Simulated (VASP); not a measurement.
# MgO (Periclase): single point with LDA

Crystal: MgO (Periclase).

```
Mg O
1.0
    -0.01036    2.13047    2.07503
     2.08252   -0.01707    2.08174
     2.06949    2.12414   -0.00403
Mg O
1 1
Direct
  0.99603 0.04769 0.94491
  0.51396 0.56062 0.47072
```

* Program: VASP 6.6.1
* Task: single point
* Functional: LDA
* Potentials or basis: VASP PAW LDA potentials, release 64 (Mg, O)
* Cutoff: 520 eV
* k mesh: 6 × 6 × 6
* Occupations: gaussian, width 0.01 eV
* Spin: no spin polarisation
* Dipole correction: no
* Further INCAR settings: ALGO = Normal; EDIFF = 1e-07; NBANDS = 11

```
Pressure               : -4.2 GPa
Largest force          : 0.718 eV/Å
Band gap on the k mesh : 4.68 eV, direct
```

Forces in eV/Å, atoms in the order of the input:
```
Mg   0.490  0.357  0.385
O   -0.490 -0.357 -0.385
```

Stress tensor (GPa, compression positive):
```
-2.37  1.19 -0.58
 1.19 -6.95  0.42
-0.58  0.42 -3.22
```

Levels at points of the mesh, in eV from the valence-band top:
```tsv
k point	band 2	band 3	band 4	band 5	band 6	band 7
(0.00, 0.00, 0.00)	-0.13	-0.09	0.00	4.68	15.28	15.69
(0.50, 0.00, 0.00)	-4.80	-0.76	-0.66	7.74	12.31	15.80
(0.00, 0.50, 0.00)	-4.82	-0.69	-0.67	7.78	12.23	16.06
(0.50, 0.50, 0.00)	-4.20	-1.60	-1.37	8.80	9.64	13.07
(0.00, 0.00, 0.50)	-4.78	-0.81	-0.68	7.71	12.39	15.68
(0.50, 0.00, 0.50)	-4.30	-1.37	-1.37	9.07	9.67	12.75
(0.00, 0.50, 0.50)	-4.20	-1.57	-1.39	8.81	9.63	13.07
(0.50, 0.50, 0.50)	-4.76	-0.84	-0.73	7.73	12.51	15.63
```

It took 28 s on 1 thread of AMD EPYC 7R43 64-Core Processor (Zen 3), on a shared host, peak memory 0.11 GiB.

Caveat: the k points lie up to 0.43 Å⁻¹ apart. A hybrid or GW would open this gap; LDA tends to underestimate it.
